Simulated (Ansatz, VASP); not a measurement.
# One calculation of Ti, two programs

```
Ti
1.0
     4.64658    0.00000    0.00000
    -2.32329    4.02406    0.00000
     0.00000    0.00000    2.77545
Ti
3
Direct
  0.33335 0.00000 0.33333
  0.00000 0.33335 0.66667
  0.66665 0.66665 0.00000
```

Alike in both runs: functional PBE; k mesh 6 × 6 × 4; occupations gaussian, width 0.1 eV; no spin polarisation.

Ansatz relaxed the structure, and its values are those at the end. VASP's run is a single point on that final structure, the one shown.

|  | VASP | Ansatz |
| --- | --- | --- |
| version | VASP 6.6.1 | Ansatz 0.2.0 |
| potentials or method | VASP PAW PBE potentials, release 64 (Ti_sv), cutoff 520 eV | scalar-relativistic, plane waves, PAW |
| valence electrons in the cell | 36 | 36 |

|  | VASP | Ansatz | Ansatz less VASP |
| --- | --- | --- | --- |
| gap on the k mesh at the Fermi level (eV) | none | none | - |
| pressure (GPa) | -0.3 | -0.1 | +0.24 |

A gap of «none» marks a metal or a gap that the smearing closes. The functional is the same, so the differences come from potentials, cutoffs and numerics.

The k mesh is coarse, so the values compare programs but aren't converged.
